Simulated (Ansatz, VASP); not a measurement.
**Two plane-wave programs on Ta**

```
Ta
1.0
    -1.54215    1.54215    1.92969
     1.54215   -1.54215    1.92969
     1.54215    1.54215   -1.92969
Ta
1
Cartesian
  0.0000 0.0000 0.0000
```

Alike in both runs: task single point; functional PBEsol; k mesh 22 × 22 × 22; occupations gaussian, width 0.15 eV; no spin polarisation.

```csv
,VASP,Ansatz
version,VASP 6.6.1,Ansatz 0.2.0
potentials or method,"VASP PAW PBE potentials, release 64 (Ta_pv), cutoff 520 eV","scalar-relativistic, plane waves, PAW"
valence electrons in the cell,11,13
```

VASP gave:

| Quantity | Value |
| --- | --- |
| gap on the k mesh at the Fermi level (eV) | none |
| pressure (GPa) | -3.7 |
| traceless stress, the component that is largest in VASP (GPa) | -10.13 |

Q: Which values does Ansatz return?

A: gap on the k mesh at the Fermi level (eV): none; pressure (GPa): -3.8; traceless stress, the component that is largest in VASP (GPa): -10.11.

VASP's potentials were made for PBE, not for PBEsol, and Ansatz warns of the same on its side. A gap of «none» marks a metal or a gap that the smearing closes. VASP's potentials hold 11 valence electrons a cell and Ansatz's 13, so a difference there can come from the potentials and not from the codes.

Neither program's run includes spin-orbit coupling.
